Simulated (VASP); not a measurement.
# CdTe (F-43m) in VASP: single point with PBE

Aim: the single point of CdTe with PBE.

Program: VASP 6.6.1. These are calculated values, not measurements. Logs are shortened: lines on timing, memory, paths and dates and some standing lists are left out, and cuts for length are marked.

### Step 1. The cell of the first run

Symmetry: F-43m, No. 216, cubic system. Conventional cell: a = 6.620 Å, b = 6.620 Å, c = 6.620 Å, α = 90.00°, β = 90.00°, γ = 90.00°. Within 3.8 Å of Cd (site symmetry -43m) lie 4 Te at 2.87 Å. Te (site symmetry -43m) has 4 Cd at 2.87 Å within 3.8 Å.

### Step 2. Single point, PBE

File INCAR:

```
PREC = Accurate
ENCUT = 520
EDIFF = 1E-6
ISMEAR = 0
SIGMA = 0.02
LREAL = Auto
LASPH = True
NELM = 60
ALGO = Normal
ISIF = 2
LWAVE = False
LCHARG = False
GGA = PE
NBANDS = 166
```

File KPOINTS:

```
Automatic mesh
0
Gamma
  2 2 2
  0.5 0.5 0.5
```

File POSCAR:

```
CdTe
1.0
    6.6200404840      6.6200404840     -6.6200404840
   -6.6200404840     -6.6200404840     -6.6200404840
   -6.6200404840      6.6200404840      6.6200404840
Cd Te
16 16
Direct
    0.2500000000      0.7500000000      0.0000000000
    0.5000000000      0.5000000000      0.0000000000
    0.7500000000      0.2500000000      0.0000000000
    0.7500000000      0.7500000000      0.5000000000
    0.0000000000      0.7500000000      0.2500000000
    0.2500000000      0.5000000000      0.2500000000
    0.5000000000      0.2500000000      0.2500000000
    0.7500000000      0.0000000000      0.2500000000
    0.0000000000      0.0000000000      0.0000000000
    0.5000000000      0.7500000000      0.7500000000
    0.7500000000      0.5000000000      0.7500000000
    0.0000000000      0.5000000000      0.5000000000
    0.2500000000      0.2500000000      0.5000000000
    0.5000000000      0.0000000000      0.5000000000
    0.0000000000      0.2500000000      0.7500000000
    0.2500000000      0.0000000000      0.7500000000
    0.2500000000      0.5000000000      0.0000000000
    0.5000000000      0.2500000000      0.0000000000
    0.7500000000      0.0000000000      0.0000000000
    0.7500000000      0.5000000000      0.5000000000
    0.0000000000      0.5000000000      0.2500000000
    0.2500000000      0.2500000000      0.2500000000
    0.5000000000      0.0000000000      0.2500000000
    0.7500000000      0.7500000000      0.2500000000
    0.0000000000      0.7500000000      0.0000000000
    0.5000000000      0.5000000000      0.7500000000
    0.7500000000      0.2500000000      0.7500000000
    0.0000000000      0.2500000000      0.5000000000
    0.2500000000      0.0000000000      0.5000000000
    0.5000000000      0.7500000000      0.5000000000
    0.0000000000      0.0000000000      0.7500000000
    0.2500000000      0.7500000000      0.7500000000
```

Potentials or basis: VASP PAW PBE potentials, release 64 (Cd, Te).

The run is started by

```console
$ cat potpaw_PBE.64/Cd/POTCAR potpaw_PBE.64/Te/POTCAR > POTCAR
$ mpirun -np 1 vasp_std > vasp.out
```

OUTCAR:

```text
PREC = Accurate
   ENCUT = 520
   EDIFF = 1E-6
   ISMEAR = 0
   LREAL = Auto
   LASPH = True
   NELM = 60
   ISIF = 2
   GGA = PE

 ion  position               nearest neighbor table
   1  0.250  0.750  0.000-  17 2.87  23 2.87  25 2.87  32 2.87
   2  0.500  0.500  0.000-  17 2.87  18 2.87  24 2.87  26 2.87
   3  0.750  0.250  0.000-  18 2.87  19 2.87  21 2.87  27 2.87
   4  0.750  0.750  0.500-  20 2.87  24 2.87  30 2.87  31 2.87
   5  0.000  0.750  0.250-  21 2.87  24 2.87  25 2.87  29 2.87
   6  0.250  0.500  0.250-  17 2.87  21 2.87  22 2.87  30 2.87
[... 24 lines left out ...]
  31  0.000  0.000  0.750-   4 2.87   9 2.87  15 2.87  16 2.87
  32  0.250  0.750  0.750-   1 2.87  10 2.87  12 2.87  16 2.87

  LATTYP: Found a body centered cubic cell.
 ALAT       =    13.2400809680

  Lattice vectors:

 A1 = (   6.6200404840,   6.6200404840,  -6.6200404840)
 A2 = (  -6.6200404840,  -6.6200404840,  -6.6200404840)
 A3 = (  -6.6200404840,   6.6200404840,   6.6200404840)

Analysis of symmetry for initial positions (statically):
=====================================================================
 Subroutine PRICEL returns following result:

  LATTYP: Found a face centered cubic cell.
 ALAT       =     6.6200404840

  Lattice vectors:

 A1 = (  -3.3100202420,  -3.3100202420,   0.0000000000)
 A2 = (   0.0000000000,  -3.3100202420,   3.3100202420)
 A3 = (  -3.3100202420,   0.0000000000,   3.3100202420)

  16 primitive cells build up your supercell.

 Routine SETGRP: Setting up the symmetry group for a
 body centered cubic supercell.

 Subroutine GETGRP returns: Found 24 space group operations
 (whereof 24 operations were pure point group operations)
 out of a pool of 48 trial point group operations.

The static configuration has the point symmetry T_d .

Analysis of symmetry for dynamics (positions and initial velocities):
=====================================================================
 Subroutine PRICEL returns following result:

  LATTYP: Found a face centered cubic cell.
 ALAT       =     6.6200404840

  Lattice vectors:

 A1 = (  -3.3100202420,  -3.3100202420,   0.0000000000)
 A2 = (   0.0000000000,  -3.3100202420,   3.3100202420)
 A3 = (  -3.3100202420,   0.0000000000,   3.3100202420)

  16 primitive cells build up your supercell.

 Routine SETGRP: Setting up the symmetry group for a
 body centered cubic supercell.

 Subroutine GETGRP returns: Found 24 space group operations
 (whereof 24 operations were pure point group operations)
 out of a pool of 48 trial point group operations.

The dynamic configuration has the point symmetry T_d .

 Subroutine INISYM returns: Found 24 space group operations
 (whereof 24 operations are pure point group operations),
 and found    16 'primitive' translations

----------------------------------------------------------------------------------------

                                     Primitive cell

  volume of cell :      72.5307

  direct lattice vectors                    reciprocal lattice vectors
    -3.310020242 -3.310020242  0.000000000    -0.151056478 -0.151056478 -0.151056478
     0.000000000 -3.310020242  3.310020242     0.151056478 -0.151056478  0.151056478
    -3.310020242  0.000000000  3.310020242    -0.151056478  0.151056478  0.151056478

  length of vectors
     4.681075518  4.681075518  4.681075518     0.261637495  0.261637495  0.261637495

  position of ions in fractional coordinates (direct lattice)
     0.000000000  1.000000000  1.000000000
     0.250000000  0.250000000  0.250000000

  ion indices of the primitive-cell ions
   primitive index   ion index
                 1           1
                 2          17

----------------------------------------------------------------------------------------

 KPOINTS: Automatic mesh

Automatic generation of k-mesh.
 Grid dimensions read from file:
 generate k-points for:    2    2    2

 Generating k-lattice:

  Cartesian coordinates                     Fractional coordinates (reciprocal lattice)
     0.000000000  0.037764120 -0.037764120     0.500000000  0.000000000  0.000000000
    -0.037764120  0.000000000 -0.037764120     0.000000000  0.500000000  0.000000000
    -0.037764120  0.037764120  0.000000000     0.000000000  0.000000000  0.500000000

  Length of vectors
     0.053406530  0.053406530  0.053406530

  Shift w.r.t. Gamma in fractional coordinates (k-lattice)
     0.500000000  0.500000000  0.500000000

 Subroutine IBZKPT returns following result:
 ===========================================

 Found      2 irreducible k-points:

 Following reciprocal coordinates:
            Coordinates               Weight
  0.250000  0.250000  0.250000      2.000000
 -0.250000  0.250000  0.250000      6.000000
   k-points           NKPTS =      2   k-points in BZ     NKDIM =      2   number of bands    NBANDS=    166
   number of dos      NEDOS =    301   number of ions     NIONS =     32
   total plane-waves  NPLWV = 729000
   dimension x,y,z NGX =    90 NGY =   90 NGZ =   90
   dimension x,y,z NGXF=   180 NGYF=  180 NGZF=  180
   ions per type =              16  16
   NGX,Y,Z   is equivalent  to a cutoff of  13.05, 13.05, 13.05 a.u.
   NGXF,Y,Z  is equivalent  to a cutoff of  26.10, 26.10, 26.10 a.u.
 SYSTEM =  unknown system
   PREC   = accura    normal or accurate (medium, high low for compatibility)
   ISTART =      0    job   : 0-new  1-cont  2-samecut
   ICHARG =      2    charge: 1-file 2-atom 10-const
   ISPIN  =      1    spin polarized calculation?
   LNONCOLLINEAR =      F non collinear calculations
   LSORBIT =      F    spin-orbit coupling
   LASPH  =      T    aspherical Exc in radial PAW
   ENCUT  =  520.0 eV  38.22 Ry    6.18 a.u.  21.32 21.32 21.32*2*pi/ulx,y,z
   NELM   =     60;   NELMIN=  2; NELMDL= -5     # of ELM steps
   EDIFF  = 0.1E-05   stopping-criterion for ELM
   LREAL  =      T    real-space projection
   EDIFFG = 0.1E-04   stopping-criterion for IOM
   NSW    =      0    number of steps for IOM
   IBRION =     -1    ionic relax: 0-MD 1-quasi-New 2-CG
   NFREE  =      0    steps in history (QN), initial steepest desc. (CG)
   ISIF   =      2    stress and relaxation
   ISYM   =      2    0-nonsym 1-usesym 2-fastsym
   POTIM  = 0.5000    time-step for ionic-motion
   TEBEG  =    0.0;   TEEND  =   0.0 temperature during run
   PSTRESS=    0.0 pullay stress
   NELECT =     288.0000    total number of electrons
   NUPDOWN=      -1.0000    fix difference up-down
   EMIN   =  10.00;   EMAX   =-10.00  energy-range for DOS
   EFERMI =   0.00;   METHOD = LEGACY
   ISMEAR =     0;   SIGMA  =   0.02  broadening in eV -4-tet -1-fermi 0-gaus
   EFERMI_NEDOS =   21; number of points for ismear=-14 and -15
   IALGO  =     38    algorithm
   IMIX   =      4    mixing-type and parameters
     AMIX     =   0.40;   BMIX     =  1.00
     AMIX_MAG =   1.60;   BMIX_MAG =  1.00
  volume/ion in A,a.u.               =      36.27       244.73
  Fermi-wavevector in a.u.,A,eV,Ry     =   1.028786  1.944124 14.400413  1.058400
  Thomas-Fermi vector in A             =   2.162800
   LORBIT       =      0    0 simple, 1 ext, 2 COOP (PROOUT), +10 PAW based schemes
   GGA     = PE    functional components
   LHFCALC =     F    Hartree Fock is set to
   AEXX    =    0.0000 exact exchange contribution
   IVDW    =     0    specifies the selected vdW correction
   LEPSILON=     F    determine dielectric tensor
   LRPA    =     F    only Hartree local field effects (RPA)
 non-spin polarized calculation
 Gauss-broadening in eV      SIGMA  =   0.02
  energy-cutoff  :      520.00
  volume of cell :     1160.49
 maximum number of plane-waves:     31245
 NGX is ok and might be reduce to    90
   NGX = 43   NGY = 43   NGZ = 43

 number of electron     287.9999964 magnetization

 Free energy of the ion-electron system (eV)
  ---------------------------------------------------
  ext. energy  EPLUGINS =         0.00000000
  ---------------------------------------------------
  free energy    TOTEN  =       -77.04963796 eV

  energy without entropy =      -77.04963796  energy(sigma->0) =      -77.04963796

 E-fermi :   1.5873     XC(G=0):  -8.3055

 val. band max:        1.4636388476   @ k =  -0.2500   0.2500   0.2500
 cond. band min:       3.6352642877   @ k =  -0.2500   0.2500   0.2500
 fundamental gap:      2.1716254401
 Fermi energy:         1.5872537437

 k-point     1 :       0.2500    0.2500    0.2500
  band No.  band energies     occupation
      1      -8.8691      2.00000
      2      -8.8691      2.00000
      3      -8.8691      2.00000
      4      -8.8691      2.00000
      5      -8.6500      2.00000
      6      -8.6500      2.00000
[... 148 lines left out ...]
    155       4.7237      0.00000
    156       4.7237      0.00000

 k-point     2 :      -0.2500    0.2500    0.2500
  band No.  band energies     occupation
      1      -8.9735      2.00000
      2      -8.7808      2.00000
      3      -8.7808      2.00000
      4      -8.7808      2.00000
      5      -8.7808      2.00000
      6      -8.7021      2.00000
[... 148 lines left out ...]
    155       4.8309      0.00000
    156       5.0322      0.00000
 [bands above 156 left out]

------------------------ aborting loop because EDIFF is reached ----------------------------------------

  FORCE on cell =-STRESS in cart. coord.  units (eV):
  Direction    XX          YY          ZZ          XY          YZ          ZX
  --------------------------------------------------------------------------------------
  -------------------------------------------------------------------------------------
  Total        0.6367009      0.6367009      0.6367009     -0.0000000     -0.0000000     -0.0000000
  in kB        0.8790309      0.8790309      0.8790309     -0.0000000     -0.0000000     -0.0000000
  external PRESSURE =       0.8790309 kB  Pullay stress =       0.0000000 kB

 VOLUME and BASIS-vectors are now :
 -----------------------------------------------------------------------------
  energy-cutoff  :      520.00
  volume of cell :     1160.49
      direct lattice vectors                 reciprocal lattice vectors
     6.620040484  6.620040484 -6.620040484     0.000000000  0.075528239 -0.075528239
    -6.620040484 -6.620040484 -6.620040484    -0.075528239  0.000000000 -0.075528239
    -6.620040484  6.620040484  6.620040484    -0.075528239  0.075528239  0.000000000

 POSITION                                       TOTAL-FORCE (eV/Angst)
 -----------------------------------------------------------------------------------
     -3.31002     -3.31002     -6.62004         0.000000     -0.000000      0.000000
      0.00000      0.00000     -6.62004         0.000000     -0.000000      0.000000
      3.31002      3.31002     -6.62004         0.000000      0.000000      0.000000
     -3.31002      3.31002     -6.62004         0.000000      0.000000      0.000000
     -6.62004     -3.31002     -3.31002         0.000000      0.000000      0.000000
     -3.31002      0.00000     -3.31002         0.000000      0.000000     -0.000000
[... 24 lines left out ...]
     -4.96503      4.96503      4.96503        -0.000000      0.000000     -0.000000
     -8.27505      1.65501     -1.65501        -0.000000      0.000000      0.000000
 -----------------------------------------------------------------------------------
    total drift:                                0.000047     -0.000047      0.000047

  FREE ENERGIE OF THE ION-ELECTRON SYSTEM (eV)
  ---------------------------------------------------
  free  energy   TOTEN  =       -77.0496379644 eV

  energy  without entropy=      -77.0496379644  energy(sigma->0) =      -77.04963796
```

Run time: 21 min. Hardware: 1 thread of Intel Xeon Platinum 8259CL at 2.50GHz (Skylake/Cascade Lake), shared host; peak memory 1.4 GiB.

Results:

| Property | Result |
| --- | --- |
| Free energy | -77.0496 eV |
| Pressure | 0.1 GPa |
| Band gap on the k mesh | 2.17 eV |

Caveat: spin-orbit coupling is left out, which moves the levels of the heavy elements; a shifted mesh leaves out Γ, where band edges can lie. A k mesh can miss the band edges.
